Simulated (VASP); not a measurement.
A run of VASP 6.6.1 is set up as follows.

File INCAR:

```
SYSTEM = InP
PREC = Accurate
ENCUT = 600
EDIFF = 1E-7
ISMEAR = -1
SIGMA = 0.02
LREAL = .False.
LASPH = .True.
NELM = 60
ALGO = Normal
ISIF = 3
LWAVE = .False.
LCHARG = .False.
IBRION = 2
NSW = 80
EDIFFG = -0.005
```

The input KPOINTS:

```
regular mesh
0
Gamma
  6 6 6
  0 0 0
```

POSCAR

```
InP
1.0
    0.0000000000      2.9791929059      2.9791929059
    2.9791929059      0.0000000000      2.9791929059
    2.9791929059      2.9791929059      0.0000000000
In P
1 1
Direct
    0.0000000000      0.0000000000      0.0000000000
    0.2500000000      0.2500000000      0.2500000000
```

Potentials or basis: VASP PAW LDA potentials, release 64 (In_d, P).

Launch:

```console
$ cat potpaw_LDA.64/In_d/POTCAR potpaw_LDA.64/P/POTCAR > POTCAR
$ mpirun -np 1 vasp_std > vasp.out
```

(1) Estimate the space group after relaxing (to 0.05 Å).

(2) What does it give for the relaxed cell?

## Answers

(1) F-43m (No. 216).

(2) a = 4.122 Å, b = 4.122 Å, c = 4.122 Å, α = 60.00°, β = 60.00°, γ = 60.00°.
